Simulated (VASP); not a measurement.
NaBiCl4, 6 atoms in the cell. The structure is monoclinic, space group P2/m (No. 10). Conventional cell: a = 6.149 Å, b = 4.059 Å, c = 7.194 Å, α = 90.00°, β = 93.26°, γ = 90.00°. Na (site symmetry 2/m) has 6 Cl at 2.77 to 2.95 Å within 3.7 Å. Bi (site symmetry 2/m) has 6 Cl at 2.67 to 2.75 Å within 3.5 Å. Cl (site symmetry m) has 1 Bi at 2.67 Å and 2 Na at 2.77 Å within 3.5 Å. Cl (site symmetry m) has 2 Bi at 2.75 Å and 1 Na at 2.95 Å and 10 Cl at 3.72 to 4.06 Å within 4.1 Å. 

- Program: VASP 6.6.1
- Task: single point
- Functional: PBEsol
- Potentials or basis: VASP PAW PBE potentials, release 64 (Na_pv, Bi_d, Cl)
- Cutoff: 520 eV
- k mesh: 4 × 6 × 4
- Occupations: fermi-dirac, width 0.03 eV
- Spin: no spin polarisation
- Dipole correction: no
- Further INCAR settings: ALGO = Normal; EDIFF = 1e-06; NBANDS = 34

Potentials or basis: VASP PAW PBE potentials, release 64 (Na_pv, Bi_d, Cl).

Run with:

```sh
$ cat potpaw_PBE.64/Na_pv/POTCAR potpaw_PBE.64/Bi_d/POTCAR potpaw_PBE.64/Cl/POTCAR > POTCAR
$ mpirun -np 1 vasp_std > vasp.out
```

Hardware: 1 thread of Intel Xeon 8259CL, with other jobs on the host.

Problem. Estimate the wall time of this run.

Solution. Wall time 5.5 min on 1 thread of Intel Xeon 8259CL, with other jobs on the host, peak memory 0.38 GiB. Counts: scf iterations 15, k points 40.
